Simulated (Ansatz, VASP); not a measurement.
## BN: VASP beside Ansatz

```
CELL_PARAMETERS angstrom
0.00000 -1.81239 -1.81239
-1.81239 0.00000 -1.81239
1.81239 1.81239 -3.62479
ATOMIC_POSITIONS crystal
B 0.99200 0.03566 0.00000
B 0.50800 0.46434 0.50000
N 0.36682 0.41149 0.87500
N 0.88318 0.83851 0.37500
```

Change from the starting cell: mode 4 frozen in at -0.085 Å and mode 5 at +0.000 Å (largest displacements).

Alike in both runs: task single point; functional PBE; k mesh 6 × 6 × 6; occupations gaussian, width 0.05 eV; no spin polarisation.

|  | VASP | Ansatz |
| --- | --- | --- |
| version | VASP 6.6.1 | Ansatz 0.2.0 |
| potentials or method | VASP PAW PBE potentials, release 64 (B, N), cutoff 520 eV | scalar-relativistic, plane waves, PAW |
| valence electrons in the cell | 16 | 16 |

|  | VASP | Ansatz | Ansatz less VASP |
| --- | --- | --- | --- |
| gap on the k mesh at the Fermi level (eV) | 4.32 | 4.33 | +0.010 |
| least direct gap on the mesh (eV) | 6.27 | 6.28 | +0.012 |
| pressure (GPa) | 0.0 | -0.2 | -0.20 |
| traceless stress, the component that is largest in VASP (GPa) | 1.50 | 1.50 | +0.001 |
| rms of the force components (eV/Å) | 0.521 | 0.521 | +0.0004 |

Atom by atom the forces differ by 0.001 eV/Å (rms over components). The functional is the same, so the differences come from potentials, cutoffs and numerics.

The k mesh is coarse, so the values compare programs but aren't converged.
